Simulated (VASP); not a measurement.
# Nb2Br3 (P-3m1) in VASP: further runs

Nb2Br3 is run at these levels: PBE; tasks: single point.

All numbers are computed with VASP 6.6.1; they aren't measurements. Logs are shortened: lines on timing, memory, paths and dates and some standing lists are left out, and cuts for length are marked.

**1. The cell of the first run**

It takes space group P-3m1 (No. 164, trigonal). The conventional cell has a = 4.441 Å, b = 4.441 Å, c = 6.909 Å, α = 90.00°, β = 90.00°, γ = 120.00°. Within 3.5 Å of Nb (site symmetry 3m) lie 7 Br at 2.67 to 3.07 Å. Br (site symmetry -3m) has 6 Nb at 3.07 Å and 6 Br at 3.55 Å within 4.0 Å. Within 3.6 Å of Br (site symmetry 3m) lie 4 Nb at 2.67 to 2.76 Å and 6 Br at 3.25 to 3.55 Å.

**2. Single point, PBE**

Input file INCAR:

```
PREC = Accurate ; ENCUT = 520
EDIFF = 1E-6 ; ISMEAR = 0
SIGMA = 0.1 ; LREAL = F
LASPH = T ; NELM = 60
ALGO = Normal ; ISIF = 2
LWAVE = F ; LCHARG = F
GGA = PE ; NBANDS = 32
```

Input file KPOINTS:

```
regular mesh
0
Gamma
  6 6 4
```

Input file POSCAR:

```
Nb2Br3
1.0
    4.4408492621      0.0000000000      0.0000000000
   -2.2204246311      3.8458882753      0.0000000000
    0.0000000000      0.0000000000      6.9092400956
Nb Br
2 3
Direct
    0.3333333333      0.6666666667      0.2450000000
    0.6666666667      0.3333333333      0.7550000000
    0.0000000000      0.0000000000      0.0000000000
    0.3333333333      0.6666666667      0.6450000000
    0.6666666667      0.3333333333      0.3550000000
```

Potentials or basis: VASP PAW PBE potentials, release 64 (Nb_sv, Br).

The run is started by

```sh
> cat potpaw_PBE.64/Nb_sv/POTCAR potpaw_PBE.64/Br/POTCAR > POTCAR
> mpirun -np 1 vasp_std > vasp.out
```

OUTCAR:

```text
PREC = Accurate
   ENCUT = 520
   EDIFF = 1E-6
   ISMEAR = 0
   LREAL = F
   LASPH = T
   NELM = 60
   ISIF = 2
   GGA = PE

 ion  position               nearest neighbor table
   1  0.333  0.667  0.245-   5 2.67   5 2.67   5 2.67   4 2.76
   2  0.667  0.333  0.755-   4 2.67   4 2.67   4 2.67   5 2.76
   3  0.000  0.000  0.000-
   4  0.333  0.667  0.645-   2 2.67   2 2.67   2 2.67   1 2.76
   5  0.667  0.333  0.355-   1 2.67   1 2.67   1 2.67   2 2.76

  LATTYP: Found a hexagonal cell.
 ALAT       =     4.4408492621
 C/A-ratio  =     1.5558375635

  Lattice vectors:

 A1 = (   4.4408492621,   0.0000000000,   0.0000000000)
 A2 = (  -2.2204246311,   3.8458882753,   0.0000000000)
 A3 = (   0.0000000000,   0.0000000000,   6.9092400956)

Analysis of symmetry for initial positions (statically):
=====================================================================
 Subroutine PRICEL returns:
 Original cell was already a primitive cell.

 Routine SETGRP: Setting up the symmetry group for a
 hexagonal supercell.

 Subroutine GETGRP returns: Found 12 space group operations
 (whereof 12 operations were pure point group operations)
 out of a pool of 24 trial point group operations.

The static configuration has the point symmetry D_3d.

Analysis of symmetry for dynamics (positions and initial velocities):
=====================================================================
 Subroutine PRICEL returns:
 Original cell was already a primitive cell.

 Routine SETGRP: Setting up the symmetry group for a
 hexagonal supercell.

 Subroutine GETGRP returns: Found 12 space group operations
 (whereof 12 operations were pure point group operations)
 out of a pool of 24 trial point group operations.

The dynamic configuration has the point symmetry D_3d.

 Subroutine INISYM returns: Found 12 space group operations
 (whereof 12 operations are pure point group operations),
 and found     1 'primitive' translations

----------------------------------------------------------------------------------------

                                     Primitive cell

  volume of cell :     118.0030

  direct lattice vectors                    reciprocal lattice vectors
     4.440849262  0.000000000  0.000000000     0.225182153  0.130008977  0.000000000
    -2.220424631  3.845888275  0.000000000     0.000000000  0.260017954  0.000000000
     0.000000000  0.000000000  6.909240096     0.000000000  0.000000000  0.144733717

  length of vectors
     4.440849262  4.440849262  6.909240096     0.260017954  0.260017954  0.144733717

  position of ions in fractional coordinates (direct lattice)
     0.333333333  0.666666667  0.245000000
     0.666666667  0.333333333  0.755000000
     0.000000000  0.000000000  0.000000000
     0.333333333  0.666666667  0.645000000
     0.666666667  0.333333333  0.355000000

  ion indices of the primitive-cell ions
   primitive index   ion index
                 1           1
                 2           2
                 3           3
                 4           4
                 5           5

----------------------------------------------------------------------------------------

 KPOINTS: regular mesh

Automatic generation of k-mesh.
 Grid dimensions read from file:
 generate k-points for:    6    6    4

 Generating k-lattice:

  Cartesian coordinates                     Fractional coordinates (reciprocal lattice)
     0.037530359  0.021668163  0.000000000     0.166666667  0.000000000  0.000000000
     0.000000000  0.043336326  0.000000000     0.000000000  0.166666667  0.000000000
     0.000000000  0.000000000  0.036183429     0.000000000  0.000000000  0.250000000

  Length of vectors
     0.043336326  0.043336326  0.036183429

  Shift w.r.t. Gamma in fractional coordinates (k-lattice)
     0.000000000  0.000000000  0.000000000

 Subroutine IBZKPT returns following result:
 ===========================================

 Found     24 irreducible k-points:

 Following reciprocal coordinates:
            Coordinates               Weight
  0.000000  0.000000  0.000000      1.000000
  0.166667  0.000000  0.000000      6.000000
  0.333333  0.000000  0.000000      6.000000
  0.500000  0.000000  0.000000      3.000000
  0.166667  0.166667  0.000000      6.000000
  0.333333  0.166667  0.000000     12.000000
[... 16 lines left out ...]
  0.333333  0.166667  0.500000     12.000000
  0.333333  0.333333  0.500000      2.000000
   k-points           NKPTS =     24   k-points in BZ     NKDIM =     24   number of bands    NBANDS=     32
   number of dos      NEDOS =    301   number of ions     NIONS =      5
   total plane-waves  NPLWV =  69984
   dimension x,y,z NGX =    36 NGY =   36 NGZ =   54
   dimension x,y,z NGXF=    72 NGYF=   72 NGZF=  108
   ions per type =               2   3
   NGX,Y,Z   is equivalent  to a cutoff of  13.48, 13.48, 12.99 a.u.
   NGXF,Y,Z  is equivalent  to a cutoff of  26.95, 26.95, 25.99 a.u.
 SYSTEM =  unknown system
   PREC   = accura    normal or accurate (medium, high low for compatibility)
   ISTART =      0    job   : 0-new  1-cont  2-samecut
   ICHARG =      2    charge: 1-file 2-atom 10-const
   ISPIN  =      1    spin polarized calculation?
   LNONCOLLINEAR =      F non collinear calculations
   LSORBIT =      F    spin-orbit coupling
   LASPH  =      T    aspherical Exc in radial PAW
   ENCUT  =  520.0 eV  38.22 Ry    6.18 a.u.   8.26  8.26 12.85*2*pi/ulx,y,z
   NELM   =     60;   NELMIN=  2; NELMDL= -5     # of ELM steps
   EDIFF  = 0.1E-05   stopping-criterion for ELM
   LREAL  =      F    real-space projection
   EDIFFG = 0.1E-04   stopping-criterion for IOM
   NSW    =      0    number of steps for IOM
   IBRION =     -1    ionic relax: 0-MD 1-quasi-New 2-CG
   NFREE  =      0    steps in history (QN), initial steepest desc. (CG)
   ISIF   =      2    stress and relaxation
   ISYM   =      2    0-nonsym 1-usesym 2-fastsym
   POTIM  = 0.5000    time-step for ionic-motion
   TEBEG  =    0.0;   TEEND  =   0.0 temperature during run
   PSTRESS=    0.0 pullay stress
   NELECT =      47.0000    total number of electrons
   NUPDOWN=      -1.0000    fix difference up-down
   EMIN   =  10.00;   EMAX   =-10.00  energy-range for DOS
   EFERMI =   0.00;   METHOD = LEGACY
   ISMEAR =     0;   SIGMA  =   0.10  broadening in eV -4-tet -1-fermi 0-gaus
   EFERMI_NEDOS =   21; number of points for ismear=-14 and -15
   IALGO  =     38    algorithm
   IMIX   =      4    mixing-type and parameters
     AMIX     =   0.40;   BMIX     =  1.00
     AMIX_MAG =   1.60;   BMIX_MAG =  1.00
  volume/ion in A,a.u.               =      23.60       159.26
  Fermi-wavevector in a.u.,A,eV,Ry     =   1.204508  2.276191 19.739879  1.450840
  Thomas-Fermi vector in A             =   2.340231
   LORBIT       =      0    0 simple, 1 ext, 2 COOP (PROOUT), +10 PAW based schemes
   GGA     = PE    functional components
   LHFCALC =     F    Hartree Fock is set to
   AEXX    =    0.0000 exact exchange contribution
   IVDW    =     0    specifies the selected vdW correction
   LEPSILON=     F    determine dielectric tensor
   LRPA    =     F    only Hartree local field effects (RPA)
 non-spin polarized calculation
 Gauss-broadening in eV      SIGMA  =   0.10
  energy-cutoff  :      520.00
  volume of cell :      118.00
 maximum number of plane-waves:      3200
 NGX is ok and might be reduce to    36
   NGX = 17   NGY = 17   NGZ = 25

 number of electron      46.9999999 magnetization

 Free energy of the ion-electron system (eV)
  ---------------------------------------------------
  ext. energy  EPLUGINS =         0.00000000
  ---------------------------------------------------
  free energy    TOTEN  =       -22.69773652 eV

  energy without entropy =      -22.65027796  energy(sigma->0) =      -22.67400724

 E-fermi :   7.1873     XC(G=0): -10.1429

 val. band max:        7.1852774207   @ k =   0.5000   0.0000   0.2500
 cond. band min:       7.1911814884   @ k =   0.3333   0.0000   0.5000
 fundamental gap:      0.0059040678
 Fermi energy:         7.1872782545

 k-point     1 :       0.0000    0.0000    0.0000
  band No.  band energies     occupation
      1     -48.4584      2.00000
      2     -48.4568      2.00000
      3     -24.6114      2.00000
      4     -24.5725      2.00000
      5     -24.5629      2.00000
      6     -24.5629      2.00000
[... 24 lines left out ...]
     31       9.6117      0.00000
     32      10.6585      0.00000

 k-point     2 :       0.1667    0.0000    0.0000
  band No.  band energies     occupation
      1     -48.4581      2.00000
      2     -48.4567      2.00000
      3     -24.6084      2.00000
      4     -24.5738      2.00000
      5     -24.5699      2.00000
      6     -24.5647      2.00000
[... 24 lines left out ...]
     31       9.4657      0.00000
     32      11.1197      0.00000

 k-point     3 :       0.3333    0.0000    0.0000
  band No.  band energies     occupation
      1     -48.4575      2.00000
      2     -48.4566      2.00000
      3     -24.6015      2.00000
      4     -24.5846      2.00000
      5     -24.5780      2.00000
      6     -24.5771      2.00000
[... 24 lines left out ...]
     31      10.5432      0.00000
     32      10.7523      0.00000

 k-point     4 :       0.5000    0.0000    0.0000
  band No.  band energies     occupation
      1     -48.4571      2.00000
      2     -48.4566      2.00000
      3     -24.5971      2.00000
      4     -24.5924      2.00000
      5     -24.5830      2.00000
      6     -24.5811      2.00000
[... 654 lines left out ...]
     31      10.3671      0.00000
     32      11.1022      0.00000

 k-point    23 :       0.3333    0.1667    0.5000
  band No.  band energies     occupation
      1     -48.4569      2.00000
      2     -48.4568      2.00000
      3     -24.6018      2.00000
      4     -24.5972      2.00000
      5     -24.5753      2.00000
      6     -24.5743      2.00000
[... 24 lines left out ...]
     31      10.5802      0.00000
     32      11.4414      0.00000

 k-point    24 :       0.3333    0.3333    0.5000
  band No.  band energies     occupation
      1     -48.4568      2.00000
      2     -48.4568      2.00000
      3     -24.5996      2.00000
      4     -24.5996      2.00000
      5     -24.5742      2.00000
      6     -24.5731      2.00000
[... 24 lines left out ...]
     31      11.1016      0.00000
     32      11.1016      0.00000

------------------------ aborting loop because EDIFF is reached ----------------------------------------

  FORCE on cell =-STRESS in cart. coord.  units (eV):
  Direction    XX          YY          ZZ          XY          YZ          ZX
  --------------------------------------------------------------------------------------
  -------------------------------------------------------------------------------------
  Total       -1.9730998     -1.9730998     -1.3521818      0.0000000      0.0000000     -0.0000000
  in kB      -26.7896258    -26.7896258    -18.3591550      0.0000000      0.0000000     -0.0000000
  external PRESSURE =     -23.9794688 kB  Pullay stress =       0.0000000 kB

 VOLUME and BASIS-vectors are now :
 -----------------------------------------------------------------------------
  energy-cutoff  :      520.00
  volume of cell :      118.00
      direct lattice vectors                 reciprocal lattice vectors
     4.440849262  0.000000000  0.000000000     0.225182153  0.130008977  0.000000000
    -2.220424631  3.845888275  0.000000000     0.000000000  0.260017954  0.000000000
     0.000000000  0.000000000  6.909240096     0.000000000  0.000000000  0.144733717

 POSITION                                       TOTAL-FORCE (eV/Angst)
 -----------------------------------------------------------------------------------
     -0.00000      2.56393      1.69276         0.000000      0.000000     -0.859070
      2.22042      1.28196      5.21648         0.000000      0.000000      0.859070
      0.00000      0.00000      0.00000        -0.000000      0.000000      0.000000
     -0.00000      2.56393      4.45646        -0.000000     -0.000000      0.008069
      2.22042      1.28196      2.45278         0.000000      0.000000     -0.008069
 -----------------------------------------------------------------------------------
    total drift:                               -0.000000      0.000000     -0.000000

  FREE ENERGIE OF THE ION-ELECTRON SYSTEM (eV)
  ---------------------------------------------------
  free  energy   TOTEN  =       -22.6977365180 eV

  energy  without entropy=      -22.6502779581  energy(sigma->0) =      -22.67400724
```

It took 1.7 min on 1 thread of Intel Xeon Platinum 8488C (Sapphire Rapids), shared host; peak memory 0.28 GiB.

What came out:

| Item | Value |
| --- | --- |
| Free energy | -22.6977 eV |
| Pressure | -2.4 GPa |
| Largest force | 0.859 eV/Å |
| Band gap on the k mesh | zero (an odd number of electrons rules out a gap without spin polarisation) |

Forces in eV/Å, atoms in the order of the input:
```
Nb   0.000  0.000 -0.859
Nb   0.000  0.000  0.859
Br   0.000  0.000  0.000
Br   0.000  0.000  0.008
Br   0.000  0.000 -0.008
```

Levels at points of the mesh, in eV from the Fermi level:
```csv
k point,band 21,band 22,band 23,band 24,band 25,band 26
"(0.00, 0.00, 0.00)",-1.09,-1.09,-0.74,0.03,0.03,0.43
"(0.50, 0.00, 0.00)",-1.19,-0.40,-0.21,-0.18,0.22,0.28
"(0.00, 0.00, 0.50)",-0.69,-0.69,-0.45,-0.45,-0.18,1.31
"(0.50, 0.00, 0.50)",-0.48,-0.47,-0.16,0.02,0.14,0.48
```

Caveat: an odd number of electrons without spin polarisation forces a metal; a magnetic or distorted state may lie lower.

[end of part 1 of 2]

The gap in the log of VASP goes by the Fermi energy; the results here count the filled bands.